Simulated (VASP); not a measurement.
# Cu (Cmcm) in VASP: further runs, part 3 of 3

VASP 6.6.1. Earlier steps stand in the parts before.

## 5. Relaxation of cell and atoms, PBEsol+D3(BJ)

This run uses another cell than the first one, of 11.99 Å³/atom, 1.058 times its volume.

Input file INCAR:

```
PREC = Accurate ; ENCUT = 600
EDIFF = 1E-6 ; ISMEAR = 1
SIGMA = 0.1 ; LREAL = F
LASPH = T ; NELM = 100
ALGO = Normal ; ISIF = 3
LWAVE = F ; LCHARG = F
GGA = PS ; IVDW = 12
IBRION = 2 ; NSW = 60
EDIFFG = -0.01
```

Input file KPOINTS:

```
regular mesh
0
Gamma
  14 14 13
```

Input file POSCAR:

```
Cu
1.0
    1.2184640000     -3.9763780000      0.0000000000
    1.2184640000      3.9763780000      0.0000000000
    0.0000000000      0.0000000000      2.4754960000
Cu
2
Direct
    0.1338670000      0.8661330000      0.2500000000
    0.8661330000      0.1338670000      0.7500000000
```

Potentials or basis: VASP PAW PBE potentials, release 64 (Cu).

Command:

```console
$ cat potpaw_PBE.64/Cu/POTCAR > POTCAR
$ mpirun -np 1 vasp_std > vasp.out
```

OUTCAR:

```text
PREC = Accurate
   ENCUT = 600
   EDIFF = 1E-6
   ISMEAR = 1
   LREAL = F
   LASPH = T
   NELM = 100
   ISIF = 3
   GGA = PS
   IVDW = 12
   IBRION = 2
   NSW = 60
   EDIFFG = -0.01
 IVDW          = 12

 ion  position               nearest neighbor table
   1  0.134  0.866  0.250-   2 2.46   2 2.46   2 2.54   2 2.54   2 2.54   2 2.54
   2  0.866  0.134  0.750-   1 2.46   1 2.46   1 2.54   1 2.54   1 2.54   1 2.54

  LATTYP: Found a base centered orthorhombic cell.
 ALAT       =     2.4369280000
 B/A-ratio  =     3.2634349476
 C/A-ratio  =     1.0158264832

  Lattice vectors:

 A1 = (   1.2184640000,  -3.9763780000,   0.0000000000)
 A2 = (   1.2184640000,   3.9763780000,   0.0000000000)
 A3 = (   0.0000000000,   0.0000000000,   2.4754960000)

Analysis of symmetry for initial positions (statically):
=====================================================================
 Subroutine PRICEL returns:
 Original cell was already a primitive cell.

 Routine SETGRP: Setting up the symmetry group for a
 base centered orthorhombic supercell.

 Subroutine GETGRP returns: Found  8 space group operations
 (whereof  4 operations were pure point group operations)
 out of a pool of  8 trial point group operations.

The static configuration has the point symmetry C_2h.
 The point group associated with its full space group is D_2h.

Analysis of symmetry for dynamics (positions and initial velocities):
=====================================================================
 Subroutine PRICEL returns:
 Original cell was already a primitive cell.

 Routine SETGRP: Setting up the symmetry group for a
 base centered orthorhombic supercell.

 Subroutine GETGRP returns: Found  8 space group operations
 (whereof  4 operations were pure point group operations)
 out of a pool of  8 trial point group operations.

The dynamic configuration has the point symmetry C_2h.
 The point group associated with its full space group is D_2h.

 Subroutine INISYM returns: Found  8 space group operations
 (whereof  4 operations are pure point group operations),
 and found     1 'primitive' translations

----------------------------------------------------------------------------------------

                                     Primitive cell

  volume of cell :      23.9879
[... 109 lines left out ...]
     AMIX_MAG =   1.60;   BMIX_MAG =  1.00
  volume/ion in A,a.u.               =      11.99        80.94
  Fermi-wavevector in a.u.,A,eV,Ry     =   1.590565  3.005733 34.421356  2.529898
  Thomas-Fermi vector in A             =   2.689241
   LORBIT       =      0    0 simple, 1 ext, 2 COOP (PROOUT), +10 PAW based schemes
   GGA     = PS    functional components
   LHFCALC =     F    Hartree Fock is set to
   AEXX    =    0.0000 exact exchange contribution
   IVDW    =    12    specifies the selected vdW correction
   LEPSILON=     F    determine dielectric tensor
   LRPA    =     F    only Hartree local field effects (RPA)
 conjugate gradient relaxation of ions
 non-spin polarized calculation
 Methfessel and Paxton  Order N= 1 SIGMA  =   0.10
  energy-cutoff  :      600.00
  volume of cell :       23.99
 maximum number of plane-waves:       813
 NGX is ok and might be reduce to    36
   NGX = 17   NGY = 17   NGZ =  9

--------------------------------------- Ionic step        1  -------------------------------------------

 number of electron      22.0000013 magnetization

 Free energy of the ion-electron system (eV)
  ---------------------------------------------------
  ext. energy  EPLUGINS =         0.00000000
  ---------------------------------------------------
  free energy    TOTEN  =        -8.30377824 eV

  energy without entropy =       -8.30344448  energy(sigma->0) =       -8.30366698

------------------------ aborting loop because EDIFF is reached ----------------------------------------

 Edisp (eV)   -1.03175

 E8    (eV) :    -0.6732
[... 271 lines left out ...]
--------------------------------------- Ionic step        8  -------------------------------------------

 number of electron      22.0000007 magnetization

 Free energy of the ion-electron system (eV)
  ---------------------------------------------------
  ext. energy  EPLUGINS =         0.00000000
  ---------------------------------------------------
  free energy    TOTEN  =        -8.27896970 eV

  energy without entropy =       -8.27880999  energy(sigma->0) =       -8.27891646

 E-fermi :   7.8415     XC(G=0): -13.0897

 val. band max:        7.8401977344   @ k =   0.2143   0.2143   0.3077
 cond. band min:       7.8554086822   @ k =   0.3571   0.2143   0.1538
 fundamental gap:      0.0152109478
 Fermi energy:         7.8415256913

 k-point     1 :       0.0000    0.0000    0.0000
  band No.  band energies     occupation
      1      -1.8101      2.00000
      2       2.5958      2.00000
      3       3.4034      2.00000
      4       3.9067      2.00000
      5       4.6683      2.00000
      6       4.9924      2.00000
      7       5.4559      2.00000
      8       5.7685      2.00000
      9       5.9879      2.00000
     10       6.1306      2.00000
     11       6.4042      2.00000
     12       7.6724      2.03790
     13      12.9743      0.00000
     14      22.8853      0.00000
[... 401 lines left out ...]
      2       3.2774      2.00000
      3       3.6359      2.00000
      4       4.1604      2.00000
      5       4.7556      2.00000
      6       4.8566      2.00000
      7       5.2073      2.00000
      8       5.5337      2.00000
      9       5.8161      2.00000
     10       6.2583      2.00000
     11       6.3668      2.00000
     12      10.9787      0.00000
     13      11.1808      0.00000
     14      15.4166      0.00000
     15      17.2902      0.00000

 [... further k-points ...]

------------------------ aborting loop because EDIFF is reached ----------------------------------------

 Edisp (eV)   -1.08783

 E8    (eV) :    -0.7098
[... 25 lines left out ...]
  FREE ENERGIE OF THE ION-ELECTRON SYSTEM (eV)
  ---------------------------------------------------
  free  energy   TOTEN  =        -9.3667954594 eV

  energy  without entropy=       -9.3666357528  energy(sigma->0) =       -9.36674222

 reached required accuracy - stopping structural energy minimisation
```

CONTCAR:

```text
Cu
   1.00000000000000
     1.1943949167316181   -3.9051408261485281   -0.0000000000000000
     1.1943949167316181    3.9051408261485281    0.0000000000000000
     0.0000000000000000    0.0000000000000000    2.4406146490354876
  Cu
     2
Direct
     0.1333957357379542    0.8666042642620457    0.2500000000000000
     0.8666042642620457    0.1333957357379542    0.7500000000000000

  0.00000000E+00  0.00000000E+00  0.00000000E+00
  0.00000000E+00  0.00000000E+00  0.00000000E+00
```

Run time: 4.7 min. Hardware: 1 thread of Intel Xeon 6975P-C (Granite Rapids), shared host; peak memory 0.31 GiB.

Results:

```yaml
Free_energy: -9.3668 eV
Relaxed_volume: 11.38 Å³/atom
Relaxed_cell: a = 4.084 Å, b = 4.084 Å, c = 2.441 Å, α = 90.00°, β = 90.00°, γ = 145.99°
Space_group_after_relaxing_to_0.05_Å: Cmcm (No. 63)
Energy_gained_by_relaxing: 15.6 meV/atom
Ionic_steps: 8
Pressure_after_relaxing: 0.0 GPa
Band_gap_on_the_k_mesh: zero (band 11 reaches 11.60 eV, above the bottom of band 12 at 6.18 eV)
Dispersion_energy_per_atom: -0.544 eV
```

The path:
```
step  energy change (eV)  largest force (eV/Å)  pressure (GPa)  volume (Å³)
   1              0.0000                0.0073           -7.74        23.99
   2             -0.0168                0.1215            6.25        22.03
   3             -0.0308                0.0666           -0.01        22.78
   4             -0.0308                0.0683            0.14        22.76
   5             -0.0312                0.0176            0.20        22.75
   6             -0.0313                0.0057            0.24        22.74
   7             -0.0312                0.0042           -0.23        22.80
   8             -0.0313                0.0018            0.02        22.77
```

Final structure:
```yaml
crystal:
  lattice:
    - [1.19439, -3.90514, 0.00000]
    - [1.19439, 3.90514, 0.00000]
    - [0.00000, 0.00000, 2.44061]
  atoms:
    - { symbol: Cu, position: [0.13340, 0.86660, 0.25000] }
    - { symbol: Cu, position: [0.86660, 0.13340, 0.75000] }
```

Levels at points of the mesh, in eV from the Fermi level:
```
           k point  band 8  band 9  band 10  band 11  band 12  band 13  band 14  band 15
(0.00, 0.00, 0.00)   -2.07   -1.85    -1.71    -1.44    -0.17     5.13    15.04    19.19
(0.50, 0.00, 0.00)   -2.59   -2.19    -1.67    -0.45     1.44     2.65     7.25    13.35
(0.50, 0.50, 0.00)   -2.38   -2.38    -1.96    -1.61    -1.53    14.15    15.79    16.19
```

Caveat: the PAW data sets were made with another functional, which shifts forces and pressure a little; pairwise dispersion overbinds metals, which lowers pressure and volume.

## 6. The runs side by side

```tsv
task	level	potentials or basis	cell	cutoff (eV)	gap on the mesh (eV)	pressure (GPa)	largest force (eV/Å)
single point	PBEsol+D3(BJ)	VASP PAW PBE potentials, release 64 (Cu)	a = 4.078, b = 4.078, c = 2.437 Å, angles 90.0, 90.0, 146.0°, 2 atoms	520	none	0.7	0.01
single point	LDA	VASP PAW LDA potentials, release 64 (Cu)	a = 4.082, b = 4.082, c = 2.441 Å, angles 90.0, 90.0, 145.9°, 2 atoms	520	none	0.9	0.01
single point	BLYP+D3(BJ)	VASP PAW PBE potentials, release 64 (Cu)	a = 4.114, b = 4.114, c = 2.464 Å, angles 90.0, 90.0, 145.8°, 2 atoms	520	none	0.6	-
relaxation of cell and atoms	PBEsol+D3(BJ)	VASP PAW PBE potentials, release 64 (Cu)	relaxed from a = 4.159, b = 4.159, c = 2.475 Å, angles 90.0, 90.0, 145.9°, 2 atoms	600	none	0.0	-
```

Alike in all rows: no spin polarisation; k mesh 14 × 14 × 13; smearing methfessel-paxton 0.1 eV.

Caveats: the PAW data sets were made with another functional, which shifts forces and pressure a little (some runs); pairwise dispersion overbinds metals, which lowers pressure and volume (some runs).

Total energies depend on the potentials used, so only differences within one code and one set of settings carry meaning.
